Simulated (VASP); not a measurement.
# Al3O in VASP: a series of runs

Al3O is run at these levels: LDA; tasks: single point.

Program: VASP 6.6.1. These are calculated values, not measurements. Logs are shortened: lines on timing, memory, paths and dates and some standing lists are left out, and cuts for length are marked.

### 1 The cell of the first run

The cell holds a slab with vacuum, 4 atoms: a = 2.817 Å, b = 2.817 Å, c = 21.104 Å, α = 90.00°, β = 90.00°, γ = 90.00°.

### 2 Single point, LDA

Input file INCAR:

```
ALGO = Normal
DIPOL = 0.5 0.5 0.308
EDIFF = 1E-6
ENCUT = 520
IDIPOL = 3
ISIF = 2
ISMEAR = 0
LASPH = True
LCHARG = False
LDIPOL = True
LREAL = False
LWAVE = False
NBANDS = 16
NELM = 60
PREC = Accurate
SIGMA = 0.1
```

Input file KPOINTS:

```
k-points
0
Gamma
  9 9 1
```

Input file POSCAR:

```
Al3O
1.0
    2.8168432364      0.0000000000      0.0000000000
    0.0000000000      2.8168432364      0.0000000000
    0.0000000000      0.0000000000     21.1042970937
Al O
3 1
Direct
    0.5000000000      0.5000000000      0.1895348602
    0.0000000000      0.0000000000      0.2867549192
    0.5000000000      0.5000000000      0.3840117042
    1.0000000000      1.0000000000      0.3697965897
```

Potentials or basis: VASP PAW LDA potentials, release 64 (Al, O).

Started as:

```bash
> cat potpaw_LDA.64/Al/POTCAR potpaw_LDA.64/O/POTCAR > POTCAR
> mpirun -np 1 vasp_std > vasp.out
```

OUTCAR:

```text
EDIFF = 1E-6
   ENCUT = 520
   ISIF = 2
   ISMEAR = 0
   LASPH = True
   LREAL = False
   NELM = 60
   PREC = Accurate

 ion  position               nearest neighbor table
   1  0.500  0.500  0.190-   2 2.86   2 2.86   2 2.86   2 2.86
   2  0.000  0.000  0.287-   4 1.75   1 2.86   1 2.86   1 2.86   1 2.86   3 2.86   3 2.86   3 2.86
                             3 2.86
   3  0.500  0.500  0.384-   4 2.01   4 2.01   4 2.01   4 2.01   2 2.86   2 2.86   2 2.86   2 2.86

   4  0.000  0.000  0.370-   2 1.75   3 2.01   3 2.01   3 2.01   3 2.01

  LATTYP: Found a simple tetragonal cell.
 ALAT       =     2.8168432364
 C/A-ratio  =     7.4921801899

  Lattice vectors:

 A1 = (   2.8168432364,   0.0000000000,   0.0000000000)
 A2 = (   0.0000000000,   2.8168432364,   0.0000000000)
 A3 = (   0.0000000000,   0.0000000000,  21.1042970937)

Analysis of symmetry for initial positions (statically):
=====================================================================
 Subroutine PRICEL returns:
 Original cell was already a primitive cell.

 Routine SETGRP: Setting up the symmetry group for a
 simple tetragonal supercell.

 Subroutine GETGRP returns: Found  8 space group operations
 (whereof  8 operations were pure point group operations)
 out of a pool of 16 trial point group operations.

The static configuration has the point symmetry C_4v.

Analysis of symmetry for dynamics (positions and initial velocities):
=====================================================================
 Subroutine PRICEL returns:
 Original cell was already a primitive cell.

 Routine SETGRP: Setting up the symmetry group for a
 simple tetragonal supercell.

 Subroutine GETGRP returns: Found  8 space group operations
 (whereof  8 operations were pure point group operations)
 out of a pool of 16 trial point group operations.

The dynamic configuration has the point symmetry C_4v.

 Subroutine INISYM returns: Found  8 space group operations
 (whereof  8 operations are pure point group operations),
 and found     1 'primitive' translations

----------------------------------------------------------------------------------------

                                     Primitive cell

  volume of cell :     167.4543

  direct lattice vectors                    reciprocal lattice vectors
     2.816843236  0.000000000  0.000000000     0.355007331  0.000000000  0.000000000
     0.000000000  2.816843236  0.000000000     0.000000000  0.355007331  0.000000000
     0.000000000  0.000000000 21.104297094     0.000000000  0.000000000  0.047383715

  length of vectors
     2.816843236  2.816843236 21.104297094     0.355007331  0.355007331  0.047383715

  position of ions in fractional coordinates (direct lattice)
     0.500000000  0.500000000  0.189534860
     0.000000000  0.000000000  0.286754919
     0.500000000  0.500000000  0.384011704
     0.000000000  0.000000000  0.369796590

  ion indices of the primitive-cell ions
   primitive index   ion index
                 1           1
                 2           2
                 3           3
                 4           4

----------------------------------------------------------------------------------------

 KPOINTS: k-points

Automatic generation of k-mesh.
 Grid dimensions read from file:
 generate k-points for:    9    9    1

 Generating k-lattice:

  Cartesian coordinates                     Fractional coordinates (reciprocal lattice)
     0.039445259  0.000000000  0.000000000     0.111111111  0.000000000  0.000000000
     0.000000000  0.039445259  0.000000000     0.000000000  0.111111111  0.000000000
     0.000000000  0.000000000  0.047383715     0.000000000  0.000000000  1.000000000

  Length of vectors
     0.039445259  0.039445259  0.047383715

  Shift w.r.t. Gamma in fractional coordinates (k-lattice)
     0.000000000  0.000000000  0.000000000

 Subroutine IBZKPT returns following result:
 ===========================================

 Found     15 irreducible k-points:

 Following reciprocal coordinates:
            Coordinates               Weight
  0.000000  0.000000  0.000000      1.000000
  0.111111  0.000000  0.000000      4.000000
  0.222222  0.000000  0.000000      4.000000
  0.333333  0.000000  0.000000      4.000000
  0.444444  0.000000  0.000000      4.000000
  0.111111  0.111111  0.000000      4.000000
  0.222222  0.111111  0.000000      8.000000
  0.333333  0.111111  0.000000      8.000000
  0.444444  0.111111  0.000000      8.000000
  0.222222  0.222222  0.000000      4.000000
  0.333333  0.222222  0.000000      8.000000
  0.444444  0.222222  0.000000      8.000000
  0.333333  0.333333  0.000000      4.000000
  0.444444  0.333333  0.000000      8.000000
  0.444444  0.444444  0.000000      4.000000
   k-points           NKPTS =     15   k-points in BZ     NKDIM =     15   number of bands    NBANDS=     16
   number of dos      NEDOS =    301   number of ions     NIONS =      4
   total plane-waves  NPLWV =  92160
   dimension x,y,z NGX =    24 NGY =   24 NGZ =  160
   dimension x,y,z NGXF=    48 NGYF=   48 NGZF=  320
   ions per type =               3   1
   NGX,Y,Z   is equivalent  to a cutoff of  14.16, 14.16, 12.60 a.u.
   NGXF,Y,Z  is equivalent  to a cutoff of  28.33, 28.33, 25.21 a.u.
 SYSTEM =  unknown system
   PREC   = accura    normal or accurate (medium, high low for compatibility)
   ISTART =      0    job   : 0-new  1-cont  2-samecut
   ICHARG =      2    charge: 1-file 2-atom 10-const
   ISPIN  =      1    spin polarized calculation?
   LNONCOLLINEAR =      F non collinear calculations
   LSORBIT =      F    spin-orbit coupling
   LASPH  =      T    aspherical Exc in radial PAW
   ENCUT  =  520.0 eV  38.22 Ry    6.18 a.u.   5.24  5.24 39.24*2*pi/ulx,y,z
   NELM   =     60;   NELMIN=  2; NELMDL= -5     # of ELM steps
   EDIFF  = 0.1E-05   stopping-criterion for ELM
   LREAL  =      F    real-space projection
   EDIFFG = 0.1E-04   stopping-criterion for IOM
   NSW    =      0    number of steps for IOM
   IBRION =     -1    ionic relax: 0-MD 1-quasi-New 2-CG
   NFREE  =      0    steps in history (QN), initial steepest desc. (CG)
   ISIF   =      2    stress and relaxation
   ISYM   =      2    0-nonsym 1-usesym 2-fastsym
   POTIM  = 0.5000    time-step for ionic-motion
   TEBEG  =    0.0;   TEEND  =   0.0 temperature during run
   PSTRESS=    0.0 pullay stress
   NELECT =      15.0000    total number of electrons
   NUPDOWN=      -1.0000    fix difference up-down
   EMIN   =  10.00;   EMAX   =-10.00  energy-range for DOS
   EFERMI =   0.00;   METHOD = LEGACY
   ISMEAR =     0;   SIGMA  =   0.10  broadening in eV -4-tet -1-fermi 0-gaus
   EFERMI_NEDOS =   21; number of points for ismear=-14 and -15
   IALGO  =     38    algorithm
   IMIX   =      4    mixing-type and parameters
     AMIX     =   0.40;   BMIX     =  1.00
     AMIX_MAG =   1.60;   BMIX_MAG =  1.00
  volume/ion in A,a.u.               =      41.86       282.51
  Fermi-wavevector in a.u.,A,eV,Ry     =   0.732498  1.384221  7.300253  0.536553
  Thomas-Fermi vector in A             =   1.824976
   LORBIT       =      0    0 simple, 1 ext, 2 COOP (PROOUT), +10 PAW based schemes
   GGA     = CA    functional components
   LHFCALC =     F    Hartree Fock is set to
   AEXX    =    0.0000 exact exchange contribution
   IVDW    =     0    specifies the selected vdW correction
   LEPSILON=     F    determine dielectric tensor
   LRPA    =     F    only Hartree local field effects (RPA)
 non-spin polarized calculation
 Gauss-broadening in eV      SIGMA  =   0.10
  energy-cutoff  :      520.00
  volume of cell :      167.45
 maximum number of plane-waves:      4559
 NGX is ok and might be reduce to    24
   NGX = 11   NGY = 11   NGZ = 79

 dipolmoment           0.000000      0.000000     -0.001982 electrons x Angstroem

 number of electron      15.0000004 magnetization

 dipolmoment           0.000000      0.000000      0.024024 electrons x Angstroem

 Free energy of the ion-electron system (eV)
  ---------------------------------------------------
  ext. energy  EPLUGINS =         0.00000000
  ---------------------------------------------------
  free energy    TOTEN  =       -19.67832422 eV

  energy without entropy =      -19.66862866  energy(sigma->0) =      -19.67347644

 E-fermi :  -0.2854     XC(G=0):  -4.3251

 val. band max:       -0.3067368316   @ k =   0.1111   0.1111   0.0000
 cond. band min:      -0.1152943256   @ k =   0.3333   0.2222   0.0000
 fundamental gap:      0.1914425060
 Fermi energy:        -0.2853509127

 k-point     1 :       0.0000    0.0000    0.0000
  band No.  band energies     occupation
      1     -23.6351      2.00000
      2     -11.0216      2.00000
      3      -9.1414      2.00000
      4      -7.6763      2.00000
      5      -7.6763      2.00000
      6      -5.7753      2.00000
[... 8 lines left out ...]
     15       6.5723      0.00000
     16       6.5723      0.00000

 k-point     2 :       0.1111    0.0000    0.0000
  band No.  band energies     occupation
      1     -23.5474      2.00000
      2     -10.8444      2.00000
      3      -9.0371      2.00000
      4      -8.4033      2.00000
      5      -7.6393      2.00000
      6      -5.3668      2.00000
[... 8 lines left out ...]
     15       5.8234      0.00000
     16       6.7506      0.00000

 k-point     3 :       0.2222    0.0000    0.0000
  band No.  band energies     occupation
      1     -23.3133      2.00000
      2     -10.4095      2.00000
      3      -9.8975      2.00000
      4      -8.3856      2.00000
      5      -7.5436      2.00000
      6      -4.6254      2.00000
[... 8 lines left out ...]
     15       6.2384      0.00000
     16       6.5555      0.00000

 k-point     4 :       0.3333    0.0000    0.0000
  band No.  band energies     occupation
      1     -23.0217      2.00000
      2     -11.2677      2.00000
      3      -9.5879      2.00000
      4      -7.5610      2.00000
      5      -7.4306      2.00000
      6      -3.6996      2.00000
[... 8 lines left out ...]
     15       6.4986      0.00000
     16       7.2978      0.00000

 k-point     5 :       0.4444    0.0000    0.0000
  band No.  band energies     occupation
      1     -22.8133      2.00000
      2     -11.9920      2.00000
      3      -9.0459      2.00000
      4      -7.3544      2.00000
      5      -6.3342      2.00000
      6      -4.5449      2.00000
[... 8 lines left out ...]
     15       7.5894      0.00000
     16       7.8968      0.00000

 k-point     6 :       0.1111    0.1111    0.0000
  band No.  band energies     occupation
      1     -23.4618      2.00000
      2     -10.6714      2.00000
      3      -8.9868      2.00000
      4      -8.4180      2.00000
      5      -8.1654      2.00000
      6      -5.0337      2.00000
[... 8 lines left out ...]
     15       5.6380      0.00000
     16       6.0297      0.00000
[... 96 lines left out ...]
 k-point    12 :       0.4444    0.2222    0.0000
  band No.  band energies     occupation
      1     -22.5724      2.00000
      2     -11.5163      2.00000
      3      -9.0191      2.00000
      4      -8.6617      2.00000
      5      -5.5137      2.00000
      6      -3.7218      2.00000
[... 8 lines left out ...]
     15       6.2613      0.00000
     16       7.6098      0.00000

 k-point    13 :       0.3333    0.3333    0.0000
  band No.  band energies     occupation
      1     -22.5237      2.00000
      2     -10.6372      2.00000
      3     -10.1454      2.00000
      4      -8.6416      2.00000
      5      -5.8479      2.00000
      6      -2.1411      2.00000
[... 8 lines left out ...]
     15       5.9896      0.00000
     16       6.9117      0.00000

 k-point    14 :       0.4444    0.3333    0.0000
  band No.  band energies     occupation
      1     -22.3589      2.00000
      2     -11.0655      2.00000
      3     -10.0802      2.00000
      4      -8.3169      2.00000
      5      -4.5327      2.00000
      6      -2.7811      2.00000
[... 8 lines left out ...]
     15       5.4735      0.00000
     16       6.7011      0.00000

 k-point    15 :       0.4444    0.4444    0.0000
  band No.  band energies     occupation
      1     -22.2096      2.00000
      2     -10.7526      2.00000
      3     -10.6781      2.00000
      4      -8.0709      2.00000
      5      -3.2548      2.00000
      6      -1.8911      2.00000
[... 8 lines left out ...]
     15       5.4277      0.00000
     16       6.0203      0.00000

------------------------ aborting loop because EDIFF is reached ----------------------------------------

 vacuum level on the upper side and lower side of the slab       (xc-potential included)         0.067        -0.453

  FORCE on cell =-STRESS in cart. coord.  units (eV):
  Direction    XX          YY          ZZ          XY          YZ          ZX
  --------------------------------------------------------------------------------------
  -------------------------------------------------------------------------------------
  Total        0.8991831      0.8991831      5.3335354      0.0000000      0.0000000      0.0000000
  in kB        8.6032488      8.6032488     51.0304636      0.0000000      0.0000000      0.0000000
  external PRESSURE =      22.7456537 kB  Pullay stress =       0.0000000 kB

 VOLUME and BASIS-vectors are now :
 -----------------------------------------------------------------------------
  energy-cutoff  :      520.00
  volume of cell :      167.45
      direct lattice vectors                 reciprocal lattice vectors
     2.816843236  0.000000000  0.000000000     0.355007331  0.000000000  0.000000000
     0.000000000  2.816843236  0.000000000     0.000000000  0.355007331  0.000000000
     0.000000000  0.000000000 21.104297094     0.000000000  0.000000000  0.047383715

 POSITION                                       TOTAL-FORCE (eV/Angst)
 -----------------------------------------------------------------------------------
      1.40842      1.40842      4.00000         0.000000      0.000000      0.175047
      0.00000      0.00000      6.05176         0.000000      0.000000     -3.274303
      1.40842      1.40842      8.10430         0.000000     -0.000000      0.958478
      0.00000      0.00000      7.80430         0.000000      0.000000      2.140778
 -----------------------------------------------------------------------------------
    total drift:                               -0.000000     -0.000000      0.000639

  FREE ENERGIE OF THE ION-ELECTRON SYSTEM (eV)
  ---------------------------------------------------
  free  energy   TOTEN  =       -19.6783242247 eV

  energy  without entropy=      -19.6686286570  energy(sigma->0) =      -19.67347644

 vacuum level on the upper side and lower side of the slab         4.498         3.985
```

Run time: 37 s. Hardware: 1 thread of Intel Xeon Platinum 8488C (Sapphire Rapids), shared host; peak memory 0.23 GiB.

What came out:

```
Free energy   : -19.6783 eV
Largest force : 3.274 eV/Å
```

Forces on the atoms (eV/Å):
```
Al   0.000  0.000  0.175
Al   0.000  0.000 -3.274
Al   0.000  0.000  0.958
O    0.000  0.000  2.141
```

Caveat: an odd number of electrons without spin polarisation forces a metal; a magnetic or distorted state may lie lower.

### 3 Single point, LDA

Input file INCAR:

```
PREC = Accurate
ENCUT = 520
EDIFF = 1E-7
ISMEAR = 0
SIGMA = 0.1
LREAL = False
LASPH = True
NELM = 80
ALGO = Normal
ISIF = 2
LWAVE = False
LCHARG = False
LDIPOL = True
IDIPOL = 3
DIPOL = 0.5 0.5 0.321
GGA = CA
NBANDS = 16
```

Input file KPOINTS:

```
regular mesh
0
Gamma
  9 9 1
```

POSCAR: that of step 2 with these lines changed.

```diff
@@ -11,2 +11,2 @@
     0.5000000000      0.5000000000      0.3840117042
-    1.0000000000      1.0000000000      0.3697965897
+    1.0000000000      1.0000000000      0.4252355363
```

Potentials or basis: VASP PAW LDA potentials, release 64 (Al, O).

Started as:

```bash
> cat potpaw_LDA.64/Al/POTCAR potpaw_LDA.64/O/POTCAR > POTCAR
> mpirun -np 1 vasp_std > vasp.out
```

Wall time 42 s (1 thread of Intel Xeon Platinum 8488C (Sapphire Rapids), shared host); peak memory 0.23 GiB.

The run converged. Its results:

| Quantity | Value |
| --- | --- |
| Free energy | -20.5088 eV |
| Largest force | 3.304 eV/Å |

Forces in eV/Å, atoms in the order of the input:
```
Al   0.000  0.000 -0.293
Al   0.000  0.000 -0.096
Al   0.000  0.000  3.304
O    0.000  0.000 -2.915
```

Levels at points of the mesh, in eV from the Fermi level:
```
           k point  band 3  band 4  band 5  band 6  band 7  band 8  band 9  band 10  band 11  band 12
(0.00, 0.00, 0.00)   -7.91   -4.54   -2.86   -2.86   -2.02    1.09    3.25     4.79     5.90     5.90
```

Caveat: an odd number of electrons without spin polarisation forces a metal; a magnetic or distorted state may lie lower.

(Part 1 of 2 ends here.)
